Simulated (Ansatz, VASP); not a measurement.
# AlNi: VASP beside Ansatz

```
CELL_PARAMETERS angstrom
2.49346 0.00000 0.00000
0.00000 2.49346 0.00000
0.00000 0.00000 2.49346
ATOMIC_POSITIONS crystal
Ni 0.00000 0.00000 0.00000
Al 0.50000 0.50000 0.50000
```

Change from the starting cell: volume scaled by 0.64, PAW files.

Alike in both runs: task single point; functional PBE; k mesh 14 × 14 × 14; occupations fermi-dirac, width 0.08 eV; no spin polarisation.

|  | VASP | Ansatz |
| --- | --- | --- |
| version | VASP 6.6.1 | Ansatz 0.2.0 |
| potentials or method | VASP PAW PBE potentials, release 64 (Ni, Al) | PAW with Ansatz's default frozen-core files, scalar-relativistic |
| plane-wave cutoff (eV) | 520 | 420 |
| valence electrons in the cell | 13 | 21 |

Ansatz gave:

| Property | Result |
| --- | --- |
| pressure (GPa) | 184.9 |

Q: Estimate VASP's values.

A: Pressure (GPa): 185.1.

Both programs put the cell under a high pressure, so it lies far from rest at this level. With one functional, cell and mesh, what is left measures potentials, basis and numerics. VASP's potentials hold 13 valence electrons a cell and Ansatz's 21, so a difference there can come from the potentials and not from the codes.

Noted on VASP's run: the cell as given lies far from equilibrium.
